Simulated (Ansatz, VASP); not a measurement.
**Two plane-wave programs on Ni**

INCAR

```
SYSTEM = Ni
PREC     = Accurate       ! precision mode
ENCUT    = 520            ! plane-wave cutoff, eV
EDIFF    = 1E-6           ! SCF threshold, eV
ISMEAR   = 0              ! smearing method
SIGMA    = 0.15           ! smearing width, eV
LREAL    = .FALSE.        ! projectors in reciprocal space
LASPH    = .TRUE.         ! aspherical terms in the spheres
NELM     = 150            ! most SCF steps
ALGO     = Fast           ! electronic algorithm
ISIF     = 2              ! what is computed and relaxed
LWAVE    = .FALSE.        ! write WAVECAR
LCHARG   = .FALSE.        ! write CHGCAR
ISPIN    = 2              ! spin polarisation
MAGMOM   = 0.5            ! initial moments
LORBIT   = 11             ! projections on sites
LMAXMIX  = 4              ! l up to which the mixer works
GGA      = PS             ! functional
NBANDS   = 15             ! bands
```

KPOINTS

```
Automatic mesh
0
G
  24 24 24
  0 0 0
```

File POSCAR:

```
Ni
1.0
   -1.3837154700      1.5652589397      1.3837154700
    1.3837154700     -1.5652589397      1.3837154700
    1.3837154700      1.5652589397     -1.3837154700
Ni
1
Direct
    0.0000000000      0.0000000000      0.0000000000
```

Input for Ansatz:

```yaml
crystal:
  lattice:
    - [-1.38371547, 1.5652589397, 1.38371547]
    - [1.38371547, -1.5652589397, 1.38371547]
    - [1.38371547, 1.5652589397, -1.38371547]
  atoms:
    - { symbol: Ni, position: [0.0, 0.0, 0.0], spin: 0.5 }
basis:
  ecutwfc: 420
kpoints:
  mp_grid: { grid: [24, 24, 24] }
hamiltonian:
  xc: pbesol
scf:
  occupations: { method: gaussian, width: 0.15 }
output:
  forces: true
  stress: true
  eigenvalues: true
  populations: true
magnetization:
  spin_polarized: true
```

Change from the starting cell: strain +0.1312 x Voigt [0, 1, 0, 0, 0, 0], atoms carried along.

Alike in both runs: task single point; functional PBEsol; k mesh 24 × 24 × 24; occupations gaussian, width 0.15 eV; collinear spin.

|  | VASP | Ansatz |
| --- | --- | --- |
| version | VASP 6.6.1 | Ansatz 0.2.0 |
| potentials or method | VASP PAW PBE potentials, release 64 (Ni), cutoff 520 eV | scalar-relativistic, plane waves, PAW |
| valence electrons in the cell | 10 | 18 |

```tsv
	VASP	Ansatz	Ansatz less VASP
gap on the k mesh at the Fermi level (eV)	none	none	-
pressure (GPa)	-22.2	-21.9	+0.26
traceless stress, the component that is largest in VASP (GPa)	4.53	4.79	+0.258
net moment per atom (μB)	0.62	0.63	+0.015
size of the moment on the site where the two differ most (μB)	0.64	0.67	+0.036
```

VASP's potentials were made for PBE, not for PBEsol. Site moments also hang on the region over which each program counts them. A gap of «none» marks a metal or a gap that the smearing closes. VASP's potentials hold 10 valence electrons a cell and Ansatz's 18, so a difference there can come from the potentials and not from the codes.
